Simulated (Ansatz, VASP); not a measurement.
## One calculation of AlAs, two programs

```
CELL_PARAMETERS angstrom
0.00000 2.91997 2.91997
2.91997 0.00000 2.91997
2.91997 2.91997 0.00000
ATOMIC_POSITIONS crystal
Al 0.00000 0.00000 0.00000
As 0.25000 0.25000 0.25000
```

Alike in both runs: task single point; functional PBE; k mesh 6 × 6 × 6; no spin polarisation.

|  | VASP | Ansatz |
| --- | --- | --- |
| version | VASP 6.6.1 | Ansatz 0.2.0 |
| potentials or method | VASP PAW PBE potentials, release 64 (Al, As) | plane waves, PAW |
| plane-wave cutoff (eV) | 500 | 420 |
| occupations | gaussian, width 0.01 eV | fixed |
| valence electrons in the cell | 8 | 18 |

|  | VASP | Ansatz | Ansatz less VASP |
| --- | --- | --- | --- |
| gap on the k mesh at the Fermi level (eV) | 1.34 | 1.33 | -0.003 |
| pressure (GPa) | -3.3 | -3.4 | -0.12 |

VASP's potentials hold 8 valence electrons a cell and Ansatz's 18, so a difference there can come from the potentials and not from the codes.
